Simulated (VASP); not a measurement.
A run of VASP 6.6.1 is set up as follows.

The input POSCAR:

```
ZnO
1.0
    3.2986494491      0.0000000000      0.0000000000
   -1.6493247245      2.8567142211      0.0000000000
    0.0000000000      0.0000000000      5.3136118552
Zn O
2 2
Direct
    0.3333333333      0.6666666667      0.4996921304
    0.6666666667      0.3333333333     -0.0003078696
    0.6666666667      0.3333333333      0.3793178696
    0.3333333333      0.6666666667      0.8793178696
```

Contents of INCAR.step1:

```
SYSTEM = ZnO
PREC = Accurate
ENCUT = 520
ISMEAR = 0
SIGMA = 0.02
LREAL = .FALSE.
LASPH = .TRUE.
NELM = 60
NBANDS = 26
GGA = PE
ALGO = Normal
EDIFF = 1E-4
LWAVE = .TRUE.
LCHARG = .FALSE.
```

INCAR.step2

```
SYSTEM = ZnO
PREC = Accurate
ENCUT = 520
EDIFF = 1E-7
ISMEAR = 0
SIGMA = 0.02
LREAL = .FALSE.
LASPH = .TRUE.
NELM = 60
ALGO = Normal
ISIF = 2
LWAVE = .FALSE.
LCHARG = .FALSE.
METAGGA = R2SCAN
LMIXTAU = .TRUE.
NBANDS = 26
ISTART = 1
```

KPOINTS

```
Automatic mesh
0
G
  12 12 6
  0 0 0
```

Potentials or basis: VASP PAW PBE potentials, release 64 (Zn, O).

The run is started by

```console
$ cat potpaw_PBE.64/Zn/POTCAR potpaw_PBE.64/O/POTCAR > POTCAR
$ cp INCAR.step1 INCAR
$ mpirun -np 1 vasp_std > vasp.out
$ cp INCAR.step2 INCAR
$ mpirun -np 1 vasp_std > vasp.out
```

(1) Estimate the largest force.

(2) What does it give for the pressure?

(3) Predict the band gap on the k mesh.

Answers

(1) 0.011 eV/Å.

(2) -6.9 GPa.

(3) 1.14 eV, direct.

Caveat: the PAW data sets were made with another functional, which shifts forces and pressure a little.
